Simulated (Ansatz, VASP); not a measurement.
## Ni in VASP and in Ansatz

The input INCAR:

```
PREC     = Accurate       # precision mode
ENCUT    = 520            # plane-wave cutoff, eV
EDIFF    = 1E-7           # SCF threshold, eV
ISMEAR   = -1             # smearing method
SIGMA    = 0.1            # smearing width, eV
LREAL    = F              # projectors in reciprocal space
LASPH    = T              # aspherical terms in the spheres
NELM     = 60             # most SCF steps
ALGO     = Normal         # electronic algorithm
ISIF     = 2              # what is computed and relaxed
LWAVE    = F              # write WAVECAR
LCHARG   = F              # write CHGCAR
NBANDS   = 11             # bands
```

KPOINTS

```
regular mesh
0
Gamma
  16 16 16
```

The input POSCAR:

```
Ni
1.0
    0.0000000000      1.6356355643      1.6356355643
    1.6356355643      0.0000000000      1.6356355643
    1.6356355643      1.6356355643      0.0000000000
Ni
1
Direct
    0.0000000000      0.0000000000      0.0000000000
```

Input for Ansatz:

```yaml
crystal:
  lattice:
    - [0.0, 1.6356355643, 1.6356355643]
    - [1.6356355643, 0.0, 1.6356355643]
    - [1.6356355643, 1.6356355643, 0.0]
  atoms:
    - { symbol: Ni, position: [0.0, 0.0, 0.0] }
kpoints:
  mp_grid: { grid: [16, 16, 16] }
scf:
  occupations: { method: fermi_dirac, width: 0.1 }
hamiltonian:
  xc: lda
  pseudopotentials: { kind: paw }
output:
  forces: true
  stress: true
  eigenvalues: true
  write_density: true
  write_potential: true
  elf: true
  volumetric_format: npy
```

Change from the starting cell: volume scaled by 0.8, no spin polarisation, PAW files.

Alike in both runs: task single point; functional LDA; k mesh 16 × 16 × 16; occupations fermi-dirac, width 0.1 eV; no spin polarisation.

|  | VASP | Ansatz |
| --- | --- | --- |
| version | VASP 6.6.1 | Ansatz 0.2.0 |
| potentials or method | VASP PAW LDA potentials, release 64 (Ni) | PAW with Ansatz's default frozen-core files, scalar-relativistic |
| plane-wave cutoff (eV) | 520 | 420 |
| valence electrons in the cell | 10 | 18 |

|  | VASP | Ansatz | Ansatz less VASP |
| --- | --- | --- | --- |
| pressure (GPa) | 47.2 | 47.7 | +0.49 |

LDA's correlation is that of Perdew and Zunger in VASP and of Perdew and Wang (1992) in Ansatz. Both programs put the cell under a high pressure, so it lies far from rest at this level. VASP's potentials hold 10 valence electrons a cell and Ansatz's 18, so a difference there can come from the potentials and not from the codes.
